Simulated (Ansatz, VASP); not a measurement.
## Pb in VASP and in Ansatz

File INCAR:

```
  ALGO = Fast
  EDIFF = 1E-6
  ENCUT = 520
  GGA = VW
  ISIF = 2
  ISMEAR = -1
  LASPH = T
  LCHARG = F
  LREAL = F
  LWAVE = F
  NBANDS = 13
  NELM = 60
  PREC = Accurate
  SIGMA = 0.05
```

KPOINTS

```
k-points
0
Gamma
  9 9 9
```

File POSCAR:

```
Pb
1.0
    0.0000000000      2.4415696833      2.4415696833
    2.4415696833      0.0000000000      2.4415696833
    2.4415696833      2.4415696833      0.0000000000
Pb
1
Direct
    0.0000000000      0.0000000000      0.0000000000
```

Contents of input.yaml:

```yaml
crystal:
  lattice:
    - [0.0, 2.4415696833, 2.4415696833]
    - [2.4415696833, 0.0, 2.4415696833]
    - [2.4415696833, 2.4415696833, 0.0]
  atoms:
    - { symbol: Pb, position: [0.0, 0.0, 0.0] }
hamiltonian:
  xc: { exchange: slater, correlation: vwn5 }
  pseudopotentials: { kind: paw }
kpoints:
  mp_grid: { grid: [9, 9, 9] }
scf:
  occupations: { method: fermi_dirac, width: 0.05 }
output:
  forces: true
  stress: true
  eigenvalues: true
```

Alike in both runs: task single point; functional SVWN5; k mesh 9 × 9 × 9; occupations fermi-dirac, width 0.05 eV; no spin polarisation.

```csv
,VASP,Ansatz
version,VASP 6.6.1,Ansatz 0.2.0
potentials or method,"VASP PAW PBE potentials, release 64 (Pb_d)",Ansatz PAW
plane-wave cutoff (eV),520,420
valence electrons in the cell,14,14
```

```csv
,VASP,Ansatz,Ansatz less VASP
gap on the k mesh at the Fermi level (eV),none,none,-
pressure (GPa),-0.3,-0.3,+0.06
```

VASP's potentials were made for PBE, not for SVWN5. A gap of «none» marks a metal or a gap that the smearing closes.

Spin-orbit coupling is off throughout.
